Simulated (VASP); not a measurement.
Set up this calculation in VASP 6.6.1, as the native input.

```
Task                   : electric field gradients
Functional             : PBE
Potentials or basis    : VASP PAW PBE potentials, release 64 (Si, B)
Cutoff                 : 420 eV
k mesh                 : 7 × 7 × 7
Occupations            : gaussian, width 0.005 eV
Spin                   : no spin polarisation
Dipole correction      : no
Further INCAR settings : ALGO = Normal; EDIFF = 1e-08; NBANDS = 20
```

The structure of SiB6 lies in POSCAR:

```
SiB6
1.0
    4.1300000000      0.0000000000      0.0000000000
    0.0000000000      4.1300000000      0.0000000000
    0.0000000000      0.0000000000      4.1300000000
Si B
1 6
Direct
    0.0000000000      0.0000000000      0.0000000000
    0.2100000000      0.5000000000      0.5000000000
    0.5000000000      0.2100000000      0.5000000000
    0.7900000000      0.5000000000      0.5000000000
    0.5000000000      0.7900000000      0.5000000000
    0.5000000000      0.5000000000      0.2100000000
    0.5000000000      0.5000000000      0.7900000000
```

The input as run:

INCAR

```
PREC = Accurate
ENCUT = 420
EDIFF = 1E-8
ISMEAR = 0
SIGMA = 0.005
LREAL = False
LASPH = True
NELM = 120
ALGO = Normal
ISIF = 2
LWAVE = False
LCHARG = False
GGA = PE
LEFG = True
NBANDS = 20
GGA_COMPAT = False
```

KPOINTS

```
regular mesh
0
Gamma
  7 7 7
```

Potentials or basis: VASP PAW PBE potentials, release 64 (Si, B).

Run with:

```console
$ cat potpaw_PBE.64/Si/POTCAR potpaw_PBE.64/B/POTCAR > POTCAR
$ mpirun -np 1 vasp_std > vasp.out
```

Results of the run:

```
Pressure                                : 4.2 GPa
Largest force                           : 2.712 eV/Å
Band gap on the k mesh                  : 0.50 eV (least direct gap 1.51 eV)
Largest electric field gradient by atom : Si -0.0; B -15.1 V/Å²
```

Caveat: the cell stands under pressure; without QUAD_EFG the Cq values of the log hold for a quadrupole moment of 1 mb, not for the nuclei; an odd mesh through Γ misses points on the zone boundary, where band edges can lie; forces of over 1 eV/Å act on the atoms, so gaps and moduli don't describe the material at rest.

Wall time 45 s on 1 thread of Intel Xeon 8259CL (shared host), peak memory 0.13 GiB.
